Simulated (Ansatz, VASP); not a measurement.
P in VASP and in Ansatz

```
P
1.0
     3.30547    0.00000    0.00000
     0.00000   35.08788    0.00000
     0.00000    0.00000    4.66276
P
4
Cartesian
  1.6527 34.0444 4.2331
  1.6527 1.0435 0.4297
  0.0000 1.0435 1.9017
  0.0000 34.0444 2.7611
```

Change from the starting cell: volume scaled by 1.02.

Alike in both runs: task single point; functional LDA; k mesh 8 × 1 × 6; occupations fermi-dirac, width 0.05 eV; no spin polarisation.

|  | VASP | Ansatz |
| --- | --- | --- |
| version | VASP 6.6.1 | Ansatz 0.2.0 |
| potentials or method | VASP PAW LDA potentials, release 64 (P), cutoff 520 eV | all-electron LAPW, scalar-relativistic |

```tsv
	VASP	Ansatz	Ansatz less VASP
gap on the k mesh at the Fermi level (eV)	0.87	0.86	-0.009
least direct gap on the mesh (eV)	0.87	0.86	-0.009
rms of the force components (eV/Å)	0.110	0.101	-0.0094
```

LDA's correlation is that of Perdew and Zunger in VASP and of Perdew and Wang (1992) in Ansatz. Atom by atom the forces differ by 0.024 eV/Å (rms over components). Ansatz ran all-electron here, and VASP with PAW potentials.
